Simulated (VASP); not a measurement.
Input of a VASP 6.6.1 run:

File INCAR:

```
SYSTEM = WC
ALGO = Normal
EDIFF = 1E-6
ENCUT = 520
GGA = PS
ISIF = 2
ISMEAR = -1
LASPH = .True.
LCHARG = .False.
LREAL = Auto
LWAVE = .False.
NBANDS = 86
NELM = 100
PREC = Accurate
SIGMA = 0.24
```

File KPOINTS:

```
k-points
0
Gamma
  3 3 3
  0 0 0
```

POSCAR

```
WC
1.0
   -2.9530380000     -5.1148120000      0.0000000000
    4.4295570000     -2.5574060000      0.0000000000
    0.0000000000      0.0000000000      5.7734360000
W C
8 8
Direct
    0.7612910967      0.5832234550      0.0203864735
    0.7729750534      0.5742842243      0.4996331474
    0.5352171036      0.0680240587      0.0065818691
    0.5229021165      0.0641485865      0.5092634611
    0.2588172914      0.5669409597      0.0254094789
    0.2523354314      0.5589850447      0.5046561528
    0.0003556749      0.0923908015     -0.0003637349
    0.0259960970      0.0608565286      0.5128315270
    0.5144045001      0.7564765587      0.2404633913
    0.5137528155      0.7408487094      0.7429198141
    0.2663326840      0.2573147916      0.2611616375
    0.2660488930      0.2595637647      0.7455352411
    0.0176314947      0.7312167952      0.2621315972
   -0.0006813799      0.7458280499      0.7602924844
    0.7817959194      0.2131303555      0.2483962756
    0.7429797496      0.2407119795      0.7475271225
```

Potentials or basis: VASP PAW PBE potentials, release 64 (W_sv, C).

Launch:

```sh
$ cat potpaw_PBE.64/W_sv/POTCAR potpaw_PBE.64/C/POTCAR > POTCAR
$ mpirun -np 1 vasp_std > vasp.out
```

Task: What does it give for the pressure?

Result: -13.5 GPa.

Task: Predict the largest force.

Result: 3.968 eV/Å.

Stress tensor (GPa, compression positive):
```
-12.07  -0.66  -0.06
 -0.66 -12.22   1.74
 -0.06   1.74 -16.15
```

Caveat: the k points lie up to 0.41 Å⁻¹ apart; the PAW data sets were made with another functional, which shifts forces and pressure a little.
